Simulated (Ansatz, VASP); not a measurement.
## Mg2Si: VASP beside Ansatz

```
Si Mg
1.0
    -0.01056    3.15840    3.15840
     3.15840   -0.01056    3.15840
     3.15840    3.15840   -0.01056
Si Mg
1 2
Direct
  0.00000 0.00000 0.00000
  0.25024 0.25024 0.25024
  0.74976 0.74976 0.74976
```

Change from the starting cell: shear_111 strain -0.5%.

Alike in both runs: task single point; functional r2SCAN; k mesh 8 × 8 × 8; no spin polarisation.

|  | VASP | Ansatz |
| --- | --- | --- |
| version | VASP 6.6.1 | Ansatz 0.2.0 |
| potentials or method | VASP PAW PBE potentials, release 64 (Si, Mg) | plane waves, PAW |
| plane-wave cutoff (eV) | 660 | 500 |
| occupations | gaussian, width 0.01 eV | fixed |
| valence electrons in the cell | 8 | 24 |

VASP gave:

| Item | Value |
| --- | --- |
| gap on the k mesh at the Fermi level (eV) | 0.42 |
| pressure (GPa) | 0.0 |
| traceless stress, the component that is largest in VASP (GPa) | 0.17 |
| rms of the force components (eV/Å) | 0.003 |

Question: Which values does Ansatz return?

Answer: gap on the k mesh at the Fermi level (eV): 0.42; pressure (GPa): 0.3; traceless stress, the component that is largest in VASP (GPa): 0.16; rms of the force components (eV/Å): 0.003.

VASP's potentials were made for PBE, not for r2SCAN. Atom by atom the forces differ by 0.000 eV/Å (rms over components). VASP's potentials hold 8 valence electrons a cell and Ansatz's 24, so a difference there can come from the potentials and not from the codes.
